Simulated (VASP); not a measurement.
Write the native input for VASP 6.6.1 that does the following.

* Task: single point
* Functional: PBE
* Potentials or basis: VASP PAW PBE potentials, release 64 (Cs_sv, As)
* Cutoff: 520 eV
* k mesh: 6 × 6 × 4
* Occupations: gaussian, width 0.1 eV
* Spin: no spin polarisation
* Dipole correction: no
* Further INCAR settings: ALGO = Normal; EDIFF = 1e-06; NBANDS = 14

The structure of CsAs lies in POSCAR:

```
CsAs
1.0
    3.7401469313      0.0000000000      0.0000000000
   -1.8700734657      3.2390622564      0.0000000000
    0.0000000000      0.0000000000      5.9623408643
Cs As
1 1
Direct
    0.0000000000      0.0000000000      0.4993587806
    0.6666666667      0.3333333333      1.0006412194
```

The input as run:

INCAR

```
ALGO = Normal
EDIFF = 1E-6
ENCUT = 520
GGA = PE
ISIF = 2
ISMEAR = 0
LASPH = T
LCHARG = T
LELF = T
LREAL = F
LVHAR = T
LWAVE = F
NBANDS = 14
NELM = 100
PREC = Accurate
SIGMA = 0.1
```

KPOINTS

```
k-points
0
Gamma
  6 6 4
```

Potentials or basis: VASP PAW PBE potentials, release 64 (Cs_sv, As).

Launch:

```console
$ cat potpaw_PBE.64/Cs_sv/POTCAR potpaw_PBE.64/As/POTCAR > POTCAR
$ mpirun -np 1 vasp_std > vasp.out
```

Results of the run:

```json
{"Pressure": "-0.1 GPa", "Largest force": "0.021 eV/Å", "Band gap on the k mesh": "zero (band 7 reaches 4.49 eV, above the bottom of band 8 at 1.69 eV)"}
```

Caveat: spin-orbit coupling is left out, which moves the levels of the heavy elements.

Wall time 18 s on 1 thread of Intel(R) Xeon(R) Platinum 8259CL CPU @ 2.50GHz (Skylake/Cascade Lake) (shared host), peak memory 0.19 GiB.
